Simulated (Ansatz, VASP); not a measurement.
# MoS2 in VASP and in Ansatz

Contents of INCAR:

```
ALGO     = Normal         # electronic algorithm
EDIFF    = 1E-6           # SCF threshold, eV
ENCUT    = 520            # plane-wave cutoff, eV
GGA      = PS             # functional
ISIF     = 2              # what is computed and relaxed
ISMEAR   = -1             # smearing method
LASPH    = T              # aspherical terms in the spheres
LCHARG   = F              # write CHGCAR
LREAL    = F              # projectors in reciprocal space
LWAVE    = F              # write WAVECAR
NBANDS   = 35             # bands
NELM     = 60             # most SCF steps
PREC     = Accurate       # precision mode
SIGMA    = 0.05           # smearing width, eV
```

The input KPOINTS:

```
k-points
0
Gamma
  10 10 3
```

The input POSCAR:

```
MoS2
1.0
    3.1899873666      0.0000000000      0.0000000000
   -1.5949936833      2.7626100972      0.0000000000
    0.0000000000      0.0000000000     12.4056182726
Mo S
2 4
Direct
    0.6666666667      0.3333333333      0.7500000000
    0.3333333333      0.6666666667      0.2500000000
    0.6666666667      0.3333333333      0.3770000000
    0.3333333333      0.6666666667      0.8770000000
    0.6666666667      0.3333333333      0.1230000000
    0.3333333333      0.6666666667      0.6230000000
```

Contents of input.yaml:

```yaml
crystal:
  lattice:
    - [3.1899873666, 0.0, 0.0]
    - [-1.5949936833, 2.7626100972, 0.0]
    - [0.0, 0.0, 12.4056182726]
  atoms:
    - { symbol: Mo, position: [0.6666666667, 0.3333333333, 0.75] }
    - { symbol: Mo, position: [0.3333333333, 0.6666666667, 0.25] }
    - { symbol: S, position: [0.6666666667, 0.3333333333, 0.377] }
    - { symbol: S, position: [0.3333333333, 0.6666666667, 0.877] }
    - { symbol: S, position: [0.6666666667, 0.3333333333, 0.123] }
    - { symbol: S, position: [0.3333333333, 0.6666666667, 0.623] }
kpoints:
  mp_grid: { grid: [10, 10, 3] }
scf:
  occupations: { method: fermi_dirac, width: 0.05 }
hamiltonian:
  xc: pbesol
  pseudopotentials: { kind: all_electron, lapw: { basis_error: 0.001 } }
output:
  forces: true
  stress: true
  eigenvalues: true
```

Change from the starting cell: volume scaled by 1.02.

Alike in both runs: task single point; functional PBEsol; k mesh 10 × 10 × 3; occupations fermi-dirac, width 0.05 eV; no spin polarisation.

|  | VASP | Ansatz |
| --- | --- | --- |
| version | VASP 6.6.1 | Ansatz 0.2.0 |
| potentials or method | VASP PAW PBE potentials, release 64 (Mo_sv, S), cutoff 520 eV | all-electron LAPW, scalar-relativistic |

VASP gave:

* gap on the k mesh at the Fermi level (eV): 0.92
* least direct gap on the mesh (eV): 1.82
* pressure (GPa): -5.7
* traceless stress, the component that is largest in VASP (GPa): 0.37
* rms of the force components (eV/Å): 0.289

**Question.** Estimate Ansatz's values.

**Answer.** gap on the k mesh at the Fermi level (eV): 0.90; least direct gap on the mesh (eV): 1.82; pressure (GPa): -5.7; traceless stress, the component that is largest in VASP (GPa): 0.38; rms of the force components (eV/Å): 0.290.

VASP's potentials were made for PBE, not for PBEsol. Atom by atom the forces differ by 0.001 eV/Å (rms over components). Ansatz ran all-electron here, and VASP with PAW potentials.
